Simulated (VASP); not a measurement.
Input of a VASP 6.6.1 run:

INCAR

```
SYSTEM = WC
PREC = Accurate ; ENCUT = 520
EDIFF = 1E-7 ; ISMEAR = 0
SIGMA = 0.15 ; LREAL = .FALSE.
LASPH = .TRUE. ; NELM = 100
ALGO = Normal ; ISIF = 2
LWAVE = .FALSE. ; LCHARG = .FALSE.
GGA = PS ; NBANDS = 16
```

The input KPOINTS:

```
regular mesh
0
G
  18 18 18
  0 0 0
```

File POSCAR:

```
WC
1.0
    0.0000000000      2.2803913600      2.3680987200
    2.2803913600      0.0000000000      2.3680987200
    2.2803913600      2.2803913600      0.0000000000
W C
1 1
Direct
    0.0000000000      0.0000000000      0.0000000000
    0.5000000000      0.5000000000      0.5000000000
```

Potentials or basis: VASP PAW PBE potentials, release 64 (W_sv, C).

The run is started by

```console
$ cat potpaw_PBE.64/W_sv/POTCAR potpaw_PBE.64/C/POTCAR > POTCAR
$ mpirun -np 1 vasp_std > vasp.out
```

(1) What does it give for the band gap on the k mesh?

(2) Estimate the pressure.

Results:

(1) zero (bands 9 and 10 overlap by 2.33 eV).

(2) -46.6 GPa.

Caveat: the cell differs from its parent crystal (strain +0.040 along x and y, +0.080 along z); the stress differs along the axes, from -51 to -45 GPa; the PAW data sets were made with another functional, which shifts forces and pressure a little; spin-orbit coupling is left out, which moves the levels of the heavy elements.
